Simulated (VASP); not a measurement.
## Ru: electric field gradients with PBEsol

Ru:

```
Ru
1.0
     2.69169    0.00000    0.00000
    -1.34585    2.33107    0.00000
     0.00000    0.00000    4.25174
Ru
2
Direct
  0.33333 0.66667 0.25000
  0.66667 0.33333 0.75000
```

```json
{
  "Program": "VASP 6.6.1",
  "Task": "electric field gradients",
  "Functional": "PBEsol",
  "Potentials or basis": "VASP PAW PBE potentials, release 64 (Ru_pv)",
  "Cutoff": "520 eV",
  "k mesh": "18 × 18 × 10",
  "Occupations": "fermi-dirac, width 0.15 eV",
  "Spin": "no spin polarisation",
  "Dipole correction": "no",
  "Further INCAR settings": "ALGO = Normal; EDIFF = 1e-08; NBANDS = 21"
}
```

```json
{
  "Pressure": "-0.1 GPa",
  "Band gap on the k mesh": "zero (bands 14 and 15 overlap by 3.21 eV)",
  "Largest electric field gradient by atom": "Ru -15.2 V/Å²"
}
```

Levels at points of the mesh, in eV from the Fermi level:
| k point | band 10 | band 11 | band 12 | band 13 | band 14 | band 15 | band 16 | band 17 | band 18 | band 19 |
| --- | --- | --- | --- | --- | --- | --- | --- | --- | --- | --- |
| (0.00, 0.00, 0.00) | -2.69 | -2.49 | -1.98 | -1.98 | -1.45 | -1.45 | 1.22 | 1.22 | 1.26 | 10.21 |
| (0.50, 0.00, 0.00) | -3.13 | -2.13 | -1.88 | -1.57 | 1.46 | 1.90 | 1.99 | 4.14 | 6.21 | 10.25 |
| (0.00, 0.00, 0.50) | -2.86 | -2.86 | -2.86 | -2.80 | -2.80 | 0.56 | 0.56 | 0.56 | 0.56 | 10.25 |
| (0.50, 0.00, 0.50) | -4.67 | -1.11 | -1.11 | 0.43 | 0.43 | 1.73 | 1.73 | 3.42 | 3.42 | 10.23 |

Electric field gradients, principal values (V/Å²):
```csv
atom,least,middle,greatest (by size)
1 Ru,7.594,7.597,-15.192
2 Ru,7.594,7.597,-15.192
```

Wall time 35 s on 1 thread of AMD EPYC 9R45 96-Core Processor (Zen 5), with other jobs on the host, peak memory 0.18 GiB.

Caveat: without QUAD_EFG the Cq values of the log hold for a quadrupole moment of 1 mb, not for the nuclei; the PAW data sets were made with another functional, which shifts forces and pressure a little.
